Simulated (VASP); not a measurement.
# SrLiH3 in VASP: further runs

SrLiH3 is run at these levels: r2SCAN, PBE; tasks: single point.

Everything below comes from runs of VASP 6.6.1. Logs are shortened: lines on timing, memory, paths and dates and some standing lists are left out, and cuts for length are marked.

### 1 The cell of the first run

The typed cell holds 5 atoms: a = 4.631 Å, b = 4.631 Å, c = 4.631 Å, α = 90.00°, β = 90.00°, γ = 90.00°.

### 2 Single point, r2SCAN

POSCAR reads:

```
SrLiH3
1.0
    4.6307910000      0.0000000000      0.0000000000
    0.0000000000      4.6307910000      0.0000000000
    0.0000000000      0.0000000000      4.6307910000
Sr Li H
1 1 3
Direct
    0.5032800000      0.4943360000      0.5019290000
    0.0020250000      0.0053550000     -0.0121980000
    0.5008960000      0.5020190000     -0.0009430000
    0.5055660000      0.0070640000      0.4878350000
   -0.0114320000      0.5131620000      0.4921090000
```

INCAR.step1 reads:

```
  PREC = Accurate
  ENCUT = 520
  ISMEAR = 0
  SIGMA = 0.05
  LREAL = False
  LASPH = True
  NELM = 80
  NBANDS = 16
  GGA = PE
  ALGO = Normal
  EDIFF = 1E-4
  LWAVE = True
  LCHARG = False
```

INCAR.step2 reads:

```
  PREC = Accurate
  ENCUT = 520
  EDIFF = 1E-6
  ISMEAR = 0
  SIGMA = 0.05
  LREAL = False
  LASPH = True
  NELM = 80
  ALGO = Normal
  ISIF = 2
  LWAVE = False
  LCHARG = False
  METAGGA = R2SCAN
  LMIXTAU = True
  NBANDS = 16
  ISTART = 1
```

KPOINTS reads:

```
regular mesh
0
Gamma
  4 4 4
```

Potentials or basis: VASP PAW PBE potentials, release 64 (Sr_sv, Li_sv, H).

Launch:

```console
$ cat potpaw_PBE.64/Sr_sv/POTCAR potpaw_PBE.64/Li_sv/POTCAR potpaw_PBE.64/H/POTCAR > POTCAR
$ cp INCAR.step1 INCAR
$ mpirun -np 1 vasp_std > vasp.out
$ cp INCAR.step2 INCAR
$ mpirun -np 1 vasp_std > vasp.out
```

OUTCAR:

```text
PREC = Accurate
   ENCUT = 520
   EDIFF = 1E-6
   ISMEAR = 0
   LREAL = False
   LASPH = True
   NELM = 80
   ISIF = 2
   METAGGA = R2SCAN
   ISTART = 1

 ion  position               nearest neighbor table
   1  0.503  0.494  0.502-   5 2.25   4 2.26   3 2.30   3 2.33   4 2.38   5 2.39
   2  0.002  0.005  0.988-
   3  0.501  0.502  0.999-   1 2.30   1 2.33
   4  0.506  0.007  0.488-   1 2.26   1 2.38
   5  0.989  0.513  0.492-   1 2.25   1 2.39

  LATTYP: Found a simple cubic cell.
 ALAT       =     4.6307910000

  Lattice vectors:

 A1 = (   4.6307910000,   0.0000000000,   0.0000000000)
 A2 = (   0.0000000000,   4.6307910000,   0.0000000000)
 A3 = (   0.0000000000,   0.0000000000,   4.6307910000)

Analysis of symmetry for initial positions (statically):
=====================================================================
 Subroutine PRICEL returns:
 Original cell was already a primitive cell.

 Routine SETGRP: Setting up the symmetry group for a
 simple cubic supercell.

 Subroutine GETGRP returns: Found  1 space group operations
 (whereof  1 operations were pure point group operations)
 out of a pool of 48 trial point group operations.

The static configuration has the point symmetry C_1 .

Analysis of symmetry for dynamics (positions and initial velocities):
=====================================================================
 Subroutine PRICEL returns:
 Original cell was already a primitive cell.

 Routine SETGRP: Setting up the symmetry group for a
 simple cubic supercell.

 Subroutine GETGRP returns: Found  1 space group operations
 (whereof  1 operations were pure point group operations)
 out of a pool of 48 trial point group operations.

The dynamic configuration has the point symmetry C_1 .

 Subroutine INISYM returns: Found  1 space group operations
 (whereof  1 operations are pure point group operations),
 and found     1 'primitive' translations

----------------------------------------------------------------------------------------

                                     Primitive cell

  volume of cell :      99.3037

  direct lattice vectors                    reciprocal lattice vectors
     4.630791000  0.000000000  0.000000000     0.215945829  0.000000000  0.000000000
     0.000000000  4.630791000  0.000000000     0.000000000  0.215945829  0.000000000
     0.000000000  0.000000000  4.630791000     0.000000000  0.000000000  0.215945829

  length of vectors
     4.630791000  4.630791000  4.630791000     0.215945829  0.215945829  0.215945829

  position of ions in fractional coordinates (direct lattice)
     0.503280000  0.494336000  0.501929000
     0.002025000  0.005355000  0.987802000
     0.500896000  0.502019000  0.999057000
     0.505566000  0.007064000  0.487835000
     0.988568000  0.513162000  0.492109000

  ion indices of the primitive-cell ions
   primitive index   ion index
                 1           1
                 2           2
                 3           3
                 4           4
                 5           5

----------------------------------------------------------------------------------------

 KPOINTS: regular mesh

Automatic generation of k-mesh.
 Grid dimensions read from file:
 generate k-points for:    4    4    4

 Generating k-lattice:

  Cartesian coordinates                     Fractional coordinates (reciprocal lattice)
     0.053986457  0.000000000  0.000000000     0.250000000  0.000000000  0.000000000
     0.000000000  0.053986457  0.000000000     0.000000000  0.250000000  0.000000000
     0.000000000  0.000000000  0.053986457     0.000000000  0.000000000  0.250000000

  Length of vectors
     0.053986457  0.053986457  0.053986457

  Shift w.r.t. Gamma in fractional coordinates (k-lattice)
     0.000000000  0.000000000  0.000000000

 Subroutine IBZKPT returns following result:
 ===========================================

 Found     36 irreducible k-points:

 Following reciprocal coordinates:
            Coordinates               Weight
  0.000000  0.000000  0.000000      1.000000
  0.250000  0.000000  0.000000      2.000000
  0.000000  0.250000  0.000000      2.000000
  0.000000  0.000000  0.250000      2.000000
  0.500000  0.000000  0.000000      1.000000
  0.000000  0.500000  0.000000      1.000000
[... 16 lines left out ...]
  0.250000  0.250000  0.250000      2.000000
 -0.250000  0.250000  0.250000      2.000000
 [... further k-points ...]
   k-points           NKPTS =     36   k-points in BZ     NKDIM =     36   number of bands    NBANDS=     16
   number of dos      NEDOS =    301   number of ions     NIONS =      5
   total plane-waves  NPLWV =  46656
   dimension x,y,z NGX =    36 NGY =   36 NGZ =   36
   dimension x,y,z NGXF=    72 NGYF=   72 NGZF=   72
   ions per type =               1   1   3
   NGX,Y,Z   is equivalent  to a cutoff of  12.92, 12.92, 12.92 a.u.
   NGXF,Y,Z  is equivalent  to a cutoff of  25.85, 25.85, 25.85 a.u.
 SYSTEM =  unknown system
   PREC   = accura    normal or accurate (medium, high low for compatibility)
   ISTART =      1    job   : 0-new  1-cont  2-samecut
   ICHARG =      0    charge: 1-file 2-atom 10-const
   ISPIN  =      1    spin polarized calculation?
   LNONCOLLINEAR =      F non collinear calculations
   LSORBIT =      F    spin-orbit coupling
   LASPH  =      T    aspherical Exc in radial PAW
   ENCUT  =  520.0 eV  38.22 Ry    6.18 a.u.   8.61  8.61  8.61*2*pi/ulx,y,z
   NELM   =     80;   NELMIN=  2; NELMDL=  0     # of ELM steps
   EDIFF  = 0.1E-05   stopping-criterion for ELM
   LREAL  =      F    real-space projection
   EDIFFG = 0.1E-04   stopping-criterion for IOM
   NSW    =      0    number of steps for IOM
   IBRION =     -1    ionic relax: 0-MD 1-quasi-New 2-CG
   NFREE  =      0    steps in history (QN), initial steepest desc. (CG)
   ISIF   =      2    stress and relaxation
   ISYM   =      2    0-nonsym 1-usesym 2-fastsym
   POTIM  = 0.5000    time-step for ionic-motion
   TEBEG  =    0.0;   TEEND  =   0.0 temperature during run
   PSTRESS=    0.0 pullay stress
   NELECT =      16.0000    total number of electrons
   NUPDOWN=      -1.0000    fix difference up-down
   EMIN   =  10.00;   EMAX   =-10.00  energy-range for DOS
   EFERMI =   0.00;   METHOD = LEGACY
   ISMEAR =     0;   SIGMA  =   0.05  broadening in eV -4-tet -1-fermi 0-gaus
   EFERMI_NEDOS =   21; number of points for ismear=-14 and -15
   IALGO  =     38    algorithm
   IMIX   =      4    mixing-type and parameters
     AMIX     =   0.40;   BMIX     =  1.00
     AMIX_MAG =   1.60;   BMIX_MAG =  1.00
  volume/ion in A,a.u.               =      19.86       134.03
  Fermi-wavevector in a.u.,A,eV,Ry     =   0.890826  1.683417 10.797193  0.793571
  Thomas-Fermi vector in A             =   2.012567
   LORBIT       =      0    0 simple, 1 ext, 2 COOP (PROOUT), +10 PAW based schemes
   METAGGA = R2SCAN    functional components
   LHFCALC =     F    Hartree Fock is set to
   AEXX    =    0.0000 exact exchange contribution
   IVDW    =     0    specifies the selected vdW correction
   LEPSILON=     F    determine dielectric tensor
   LRPA    =     F    only Hartree local field effects (RPA)
 non-spin polarized calculation
 Gauss-broadening in eV      SIGMA  =   0.05
  energy-cutoff  :      520.00
  volume of cell :       99.30
 maximum number of plane-waves:      2721
 NGX is ok and might be reduce to    36
   NGX = 17   NGY = 17   NGZ = 17

 number of electron      16.0000001 magnetization

 Free energy of the ion-electron system (eV)
  ---------------------------------------------------
  ext. energy  EPLUGINS =         0.00000000
  ---------------------------------------------------
  free energy    TOTEN  =       -28.36384235 eV

  energy without entropy =      -28.36384235  energy(sigma->0) =      -28.36384235

 E-fermi :  -1.4882     XC(G=0):  -6.9913

 val. band max:       -1.7200376998   @ k =   0.5000   0.5000   0.5000
 cond. band min:       0.6274421930   @ k =   0.5000   0.0000   0.5000
 fundamental gap:      2.3474798929
 Fermi energy:        -1.4882226293

 k-point     1 :       0.0000    0.0000    0.0000
  band No.  band energies     occupation
      1     -50.7967      2.00000
      2     -35.6263      2.00000
      3     -17.0677      2.00000
      4     -17.0658      2.00000
      5     -17.0634      2.00000
      6      -4.7854      2.00000
[... 8 lines left out ...]
     15       5.9536      0.00000
     16       8.8086      0.00000

 k-point     2 :       0.2500    0.0000    0.0000
  band No.  band energies     occupation
      1     -50.7967      2.00000
      2     -35.6248      2.00000
      3     -17.1264      2.00000
      4     -17.0632      2.00000
      5     -17.0608      2.00000
      6      -4.4111      2.00000
[... 8 lines left out ...]
     15       6.3339      0.00000
     16       7.0975      0.00000

 k-point     3 :       0.0000    0.2500    0.0000
  band No.  band energies     occupation
      1     -50.7967      2.00000
      2     -35.6248      2.00000
      3     -17.1246      2.00000
      4     -17.0652      2.00000
      5     -17.0608      2.00000
      6      -4.4101      2.00000
[... 8 lines left out ...]
     15       6.3275      0.00000
     16       7.0844      0.00000

 k-point     4 :       0.0000    0.0000    0.2500
  band No.  band energies     occupation
      1     -50.7967      2.00000
      2     -35.6248      2.00000
      3     -17.1224      2.00000
      4     -17.0652      2.00000
      5     -17.0632      2.00000
      6      -4.4098      2.00000
[... 8 lines left out ...]
     15       6.3295      0.00000
     16       7.0971      0.00000
[... 324 lines left out ...]
 k-point    22 :       0.5000    0.0000    0.5000
  band No.  band energies     occupation
      1     -50.7966      2.00000
      2     -35.6203      2.00000
      3     -17.1771      2.00000
      4     -17.1734      2.00000
      5     -17.0557      2.00000
      6      -3.0674      2.00000
[... 8 lines left out ...]
     15       5.9496      0.00000
     16       6.1222      0.00000

 k-point    23 :       0.2500    0.2500    0.2500
  band No.  band energies     occupation
      1     -50.7966      2.00000
      2     -35.6218      2.00000
      3     -17.1213      2.00000
      4     -17.1184      2.00000
      5     -17.1160      2.00000
      6      -3.5805      2.00000
[... 8 lines left out ...]
     15       6.6413      0.00000
     16       7.7261      0.00000

 k-point    24 :      -0.2500    0.2500    0.2500
  band No.  band energies     occupation
      1     -50.7966      2.00000
      2     -35.6218      2.00000
      3     -17.1214      2.00000
      4     -17.1183      2.00000
      5     -17.1159      2.00000
      6      -3.5803      2.00000
[... 8 lines left out ...]
     15       6.6373      0.00000
     16       7.7309      0.00000

 [... further k-points ...]

------------------------ aborting loop because EDIFF is reached ----------------------------------------

  FORCE on cell =-STRESS in cart. coord.  units (eV):
  Direction    XX          YY          ZZ          XY          YZ          ZX
  --------------------------------------------------------------------------------------
  -------------------------------------------------------------------------------------
  Total        0.2341081      0.2236350      0.1734271      0.0184219      0.0140919     -0.0150482
  in kB        3.7771257      3.6081515      2.7980919      0.2972209      0.2273599     -0.2427896
  external PRESSURE =       3.3944564 kB  Pullay stress =       0.0000000 kB

 VOLUME and BASIS-vectors are now :
 -----------------------------------------------------------------------------
  energy-cutoff  :      520.00
  volume of cell :       99.30
      direct lattice vectors                 reciprocal lattice vectors
     4.630791000  0.000000000  0.000000000     0.215945829  0.000000000  0.000000000
     0.000000000  4.630791000  0.000000000     0.000000000  0.215945829  0.000000000
     0.000000000  0.000000000  4.630791000     0.000000000  0.000000000  0.215945829

 POSITION                                       TOTAL-FORCE (eV/Angst)
 -----------------------------------------------------------------------------------
      2.33058      2.28917      2.32433        -0.384541      0.404199     -0.156888
      0.00938      0.02480      4.57430        -0.009530     -0.053541      0.045462
      2.31954      2.32475      4.62642        -0.019056     -0.027607      0.046453
      2.34117      0.03271      2.25906        -0.005326     -0.329183      0.026114
      4.57785      2.37635      2.27885         0.418453      0.006132      0.038859
 -----------------------------------------------------------------------------------
    total drift:                                0.006660      0.001074      0.002545

  FREE ENERGIE OF THE ION-ELECTRON SYSTEM (eV)
  ---------------------------------------------------
  free  energy   TOTEN  =       -28.3638423517 eV

  energy  without entropy=      -28.3638423517  energy(sigma->0) =      -28.36384235
```

Wall time 7 min (1 thread of AMD EPYC 7R13, shared host); peak memory 0.22 GiB.

What came out:

```yaml
Free_energy: -28.3638 eV
Largest_force: 0.580 eV/Å
Band_gap_on_the_k_mesh: 2.35 eV, indirect (least direct gap 2.75 eV)
```

Forces on the atoms (eV/Å):
```
Sr  -0.385  0.404 -0.157
Li  -0.010 -0.054  0.045
H   -0.019 -0.028  0.046
H   -0.005 -0.329  0.026
H    0.418  0.006  0.039
```

Caveat: the cutoff is under 1.25 times the usual one of these potentials, so pressure, stress and relaxed cells hold a basis-set (Pulay) error; the PAW data sets were made with another functional, which shifts forces and pressure a little. r2SCAN opens gaps a little over a GGA but as a rule still falls short of measured ones.

[end of part 1 of 2]
